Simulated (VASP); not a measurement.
Input of a VASP 6.6.1 run:

The input INCAR:

```
SYSTEM = Ru
ALGO = Fast
EDIFF = 1E-7
EDIFFG = -0.01
ENCUT = 600
GGA = PS
IBRION = 2
ISIF = 3
ISMEAR = 0
LASPH = .TRUE.
LCHARG = .FALSE.
LREAL = .FALSE.
LWAVE = .FALSE.
NELM = 80
NSW = 100
PREC = Accurate
SIGMA = 0.1
```

Contents of KPOINTS:

```
k-points
0
G
  18 18 18
  0 0 0
```

POSCAR

```
Ru
1.0
   -2.3424685061      2.3424685061      1.3582683630
    2.3424685061     -2.3424685061      1.3582683630
    2.3424685061      2.3424685061     -1.3582683630
Ru
2
Direct
    0.0000000000      0.0000000000      0.0000000000
    0.7500000000      0.2500000000      0.5000000000
```

Potentials or basis: VASP PAW PBE potentials, release 64 (Ru_pv).

Launch:

```bash
$ cat potpaw_PBE.64/Ru_pv/POTCAR > POTCAR
$ mpirun -np 1 vasp_std > vasp.out
```

Task: What does it give for the relaxed cell?

Result: a = 3.578 Å, b = 3.578 Å, c = 3.578 Å, α = 98.39°, β = 98.39°, γ = 135.10°.

Task: Predict the band gap on the k mesh.

Result: Zero (bands 14 and 15 overlap by 1.66 eV).

Task: What does it give for the space group after relaxing (to 0.1 Å)?

Result: I4_1/amd (No. 141).

Task: Predict the relaxed volume.

Result: 14.95 Å³/atom.

Step by step:
| step | energy change (eV) | largest force (eV/Å) | pressure (GPa) | volume (Å³) |
| --- | --- | --- | --- | --- |
| 1 | 0.0000 | 0.0000 | 0.42 | 29.81 |
| 2 | -0.0005 | 0.0000 | -0.91 | 29.98 |
| 3 | -0.0005 | 0.0000 | -0.50 | 29.94 |
| 4 | -0.0006 | 0.0000 | 0.41 | 29.86 |
| 5 | -0.0008 | 0.0000 | 0.02 | 29.89 |

Caveat: the PAW data sets were made with another functional, which shifts forces and pressure a little.
